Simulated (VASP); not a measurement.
Here is a VASP 6.6.1 calculation.

The input POSCAR:

```
I
1.0
    0.0000000000      2.3656000000      3.9098400000
    2.1922450000      0.0000000000      3.9098400000
    2.1922450000      2.3656000000      0.0000000000
I
1
Direct
    0.0000000000      0.0000000000      0.0000000000
```

The input INCAR.step1:

```
SYSTEM = I
ALGO     = Normal         ! electronic algorithm
EDIFF    = 1E-4           ! SCF threshold, eV
ENCUT    = 520            ! plane-wave cutoff, eV
GGA      = PE             ! functional
ISMEAR   = -1             ! smearing method
LASPH    = .True.         ! aspherical terms in the spheres
LCHARG   = .False.        ! write CHGCAR
LREAL    = .False.        ! projectors in reciprocal space
LWAVE    = .True.         ! write WAVECAR
NBANDS   = 10             ! bands
NELM     = 60             ! most SCF steps
PREC     = Accurate       ! precision mode
SIGMA    = 0.1            ! smearing width, eV
```

The input INCAR.step2:

```
SYSTEM = I
ALGO     = Normal         ! electronic algorithm
EDIFF    = 1E-6           ! SCF threshold, eV
ENCUT    = 520            ! plane-wave cutoff, eV
ISIF     = 2              ! what is computed and relaxed
ISMEAR   = -1             ! smearing method
ISTART   = 1            
IVDW     = 12             ! dispersion correction
LASPH    = .True.         ! aspherical terms in the spheres
LCHARG   = .True.         ! write CHGCAR
LELF     = .True.         ! ELF
LMIXTAU  = .True.       
LREAL    = .False.        ! projectors in reciprocal space
LVHAR    = .True.       
LWAVE    = .False.        ! write WAVECAR
METAGGA  = R2SCAN         ! meta-GGA
NBANDS   = 10             ! bands
NELM     = 60             ! most SCF steps
PREC     = Accurate       ! precision mode
SIGMA    = 0.1            ! smearing width, eV
VDW_A1   = 0.49484001   
VDW_A2   = 5.73083694   
VDW_S6   = 1.0          
VDW_S8   = 0.78981345
```

KPOINTS

```
k-points
0
Gamma
  9 9 9
  0 0 0
```

Potentials or basis: VASP PAW PBE potentials, release 64 (I).

The run is started by

```console
$ cat potpaw_PBE.64/I/POTCAR > POTCAR
$ cp INCAR.step1 INCAR
$ mpirun -np 1 vasp_std > vasp.out
$ cp INCAR.step2 INCAR
$ mpirun -np 1 vasp_std > vasp.out
```

Question: What does it give for the dispersion energy per atom?

Answer: -0.151 eV.

Question: Estimate the band gap on the k mesh.

Answer: Zero (an odd number of electrons rules out a gap without spin polarisation).

Question: Predict the pressure.

Answer: -0.6 GPa.

Stress tensor (GPa, compression positive):
```
-0.51  0.00  0.00
 0.00 -0.62  0.00
 0.00  0.00 -0.60
```

Caveat: the PAW data sets were made with another functional, which shifts forces and pressure a little; spin-orbit coupling is left out, which moves the levels of the heavy elements; an odd number of electrons without spin polarisation forces a metal; a magnetic or distorted state may lie lower.
